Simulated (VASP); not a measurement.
Write the native input for VASP 6.6.1 that does the following.

```yaml
Task: single point
Functional: r2SCAN
Potentials_or_basis: VASP PAW PBE potentials, release 64 (In_d, Ga_d, As)
Cutoff: 520 eV
k_mesh: 10 × 10 × 6
Occupations: gaussian, width 0.03 eV
Spin: no spin polarisation
Dipole_correction: no
Further_INCAR_settings: ALGO = Normal; EDIFF = 1e-07; NBANDS = 26
```

InGaAs2:

```
In Ga As
1.0
     4.34408    0.00000    0.00000
     0.00000    4.34408    0.00000
     0.00000    0.00000    5.63977
In Ga As
1 1 2
Direct
  0.00000 0.00000 0.50000
  0.50000 0.50000 0.00000
  0.50000 0.00000 0.76848
  0.00000 0.50000 0.23153
```

This cell differs from its parent crystal: ratio of the length along z to the lengths across it x 0.92, volume and fractional coordinates fixed.

These files were run (other wordings do the same):

POSCAR

```
InGaAs2
1.0
    4.3440774637      0.0000000000      0.0000000000
    0.0000000000      4.3440774637      0.0000000000
    0.0000000000      0.0000000000      5.6397688439
In Ga As
1 1 2
Direct
    0.0000000000      0.0000000000      0.5000000000
    0.5000000000      0.5000000000      0.0000000000
    0.5000000000      0.0000000000      0.7684750000
    0.0000000000      0.5000000000      0.2315250000
```

INCAR.step1

```
SYSTEM = InGaAs2
PREC     = Accurate       ! precision mode
ENCUT    = 520            ! plane-wave cutoff, eV
ISMEAR   = 0              ! smearing method
SIGMA    = 0.03           ! smearing width, eV
LREAL    = .False.        ! projectors in reciprocal space
LASPH    = .True.         ! aspherical terms in the spheres
NELM     = 80             ! most SCF steps
NBANDS   = 26             ! bands
GGA      = PE             ! functional
ALGO     = Normal         ! electronic algorithm
EDIFF    = 1E-4           ! SCF threshold, eV
LWAVE    = .True.         ! write WAVECAR
LCHARG   = .False.        ! write CHGCAR
```

INCAR.step2

```
SYSTEM = InGaAs2
PREC     = Accurate       ! precision mode
ENCUT    = 520            ! plane-wave cutoff, eV
EDIFF    = 1E-7           ! SCF threshold, eV
ISMEAR   = 0              ! smearing method
SIGMA    = 0.03           ! smearing width, eV
LREAL    = .False.        ! projectors in reciprocal space
LASPH    = .True.         ! aspherical terms in the spheres
NELM     = 80             ! most SCF steps
ALGO     = Normal         ! electronic algorithm
ISIF     = 2              ! what is computed and relaxed
LWAVE    = .False.        ! write WAVECAR
LCHARG   = .False.        ! write CHGCAR
METAGGA  = R2SCAN         ! meta-GGA
LMIXTAU  = .True.       
NBANDS   = 26             ! bands
ISTART   = 1
```

KPOINTS

```
Automatic mesh
0
Gamma
  10 10 6
  0 0 0
```

Potentials or basis: VASP PAW PBE potentials, release 64 (In_d, Ga_d, As).

Run with:

```sh
$ cat potpaw_PBE.64/In_d/POTCAR potpaw_PBE.64/Ga_d/POTCAR potpaw_PBE.64/As/POTCAR > POTCAR
$ cp INCAR.step1 INCAR
$ mpirun -np 1 vasp_std > vasp.out
$ cp INCAR.step2 INCAR
$ mpirun -np 1 vasp_std > vasp.out
```

Results of the run:

* Pressure: -2.4 GPa
* Largest force: 0.071 eV/Å
* Band gap on the k mesh: 0.13 eV, direct

Caveat: the PAW data sets were made with another functional, which shifts forces and pressure a little; spin-orbit coupling is left out, which moves the levels of the heavy elements.

It took 9.6 min on 1 thread of Intel Xeon 6975P-C, with other jobs on the host, peak memory 0.39 GiB.
